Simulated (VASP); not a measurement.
The system is Mg.

```
CELL_PARAMETERS angstrom
3.20930 0.00000 0.00000
-1.60465 2.77934 0.00000
0.00000 0.00000 5.21030
ATOMIC_POSITIONS crystal
Mg 0.33333 0.66667 0.25000
Mg 0.66667 0.33333 0.75000
```

- Program: VASP 6.6.1
- Task: relaxation of volume and atoms at fixed shape
- Functional: r2SCAN
- Potentials or basis: VASP PAW PBE potentials, release 64 (Mg)
- Cutoff: 600 eV
- k mesh: 9 × 9 × 5
- Occupations: fermi-dirac, width 0.05 eV
- Spin: no spin polarisation

At the start: pressure -1.4 GPa; volume 23.24 Å³/atom.

**Question.** Where does the relaxation end?

**Answer.** Over 3 steps the energy falls by 3.6 meV/atom and the volume is 22.43 Å³/atom (-3.5 %); space group P6_3/mmc (No. 194, to 0.1 Å) before and after.

The path:
| step | energy change (eV) | largest force (eV/Å) | pressure (GPa) | volume (Å³) |
| --- | --- | --- | --- | --- |
| 1 | 0.0000 | 0.0000 | -1.36 | 46.47 |
| 2 | -0.0069 | 0.0000 | -0.29 | 45.16 |
| 3 | -0.0072 | 0.0000 | -0.01 | 44.85 |

Final structure:
```
CELL_PARAMETERS angstrom
3.17153 0.00000 0.00000
-1.58576 2.74662 0.00000
0.00000 0.00000 5.14898
ATOMIC_POSITIONS crystal
Mg 0.33333 0.66667 0.25000
Mg 0.66667 0.33333 0.75000
```

Caveat: the PAW data sets were made with another functional, which shifts forces and pressure a little.
